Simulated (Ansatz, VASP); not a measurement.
## HgTe in VASP and in Ansatz

The input INCAR:

```
PREC     = Accurate       # precision mode
ENCUT    = 520            # plane-wave cutoff, eV
EDIFF    = 1E-6           # SCF threshold, eV
ISMEAR   = -1             # smearing method
SIGMA    = 0.03           # smearing width, eV
LREAL    = False          # projectors in reciprocal space
LASPH    = True           # aspherical terms in the spheres
NELM     = 60             # most SCF steps
ALGO     = Normal         # electronic algorithm
ISIF     = 2              # what is computed and relaxed
LWAVE    = False          # write WAVECAR
LCHARG   = True           # write CHGCAR
LELF     = True           # ELF
LVHAR    = True         
NBANDS   = 16             # bands
```

KPOINTS

```
regular mesh
0
Gamma
  11 11 11
```

The input POSCAR:

```
HgTe
1.0
    0.0000000000      3.1912650000      3.2235000000
    3.1912650000      0.0000000000      3.2235000000
    3.1912650000      3.1912650000      0.0000000000
Hg Te
1 1
Direct
    0.0000000000      0.0000000000      0.0000000000
    0.7500000000      0.7500000000      0.7500000000
```

Input for Ansatz:

```yaml
crystal:
  lattice:
    - [0.0, 3.191265, 3.2235]
    - [3.191265, 0.0, 3.2235]
    - [3.191265, 3.191265, 0.0]
  atoms:
    - { symbol: Hg, position: [0.0, 0.0, 0.0] }
    - { symbol: Te, position: [0.75, 0.75, 0.75] }
kpoints:
  mp_grid: { grid: [11, 11, 11] }
  band_path:
    path:
      - [0.0, 0.0, 0.0]
      - [0.5, 0.0, 0.5]
      - [0.75, 0.25, 0.5]
      - [0.5, 0.5, 0.5]
      - [0.0, 0.0, 0.0]
      - [0.5, 0.5, 0.0]
      - [0.6274875, 0.6274875, 0.254975]
      - [0.3725125, 0.3725125, 0.745025]
      - [0.0, 0.0, 0.0]
    npoints: 5
scf:
  occupations: { method: fermi_dirac, width: 0.03 }
hamiltonian:
  xc: lda
  pseudopotentials: { kind: all_electron, lapw: { basis_error: 0.0005 } }
output:
  forces: true
  stress: true
  eigenvalues: true
```

Change from the starting cell: equal xx and yy strain of -1 %.

Alike in both runs: task single point; functional LDA; k mesh 11 × 11 × 11; occupations fermi-dirac, width 0.03 eV; no spin polarisation.

|  | VASP | Ansatz |
| --- | --- | --- |
| version | VASP 6.6.1 | Ansatz 0.2.0 |
| potentials or method | VASP PAW LDA potentials, release 64 (Hg, Te), cutoff 520 eV | all-electron LAPW, scalar-relativistic |

```tsv
	VASP	Ansatz	Ansatz less VASP
pressure (GPa)	1.0	0.7	-0.27
traceless stress, the component that is largest in VASP (GPa)	-0.11	-0.11	-0.001
```

LDA's correlation is that of Perdew and Zunger in VASP and of Perdew and Wang (1992) in Ansatz. Ansatz ran all-electron here, and VASP with PAW potentials.

Spin-orbit coupling is off throughout.
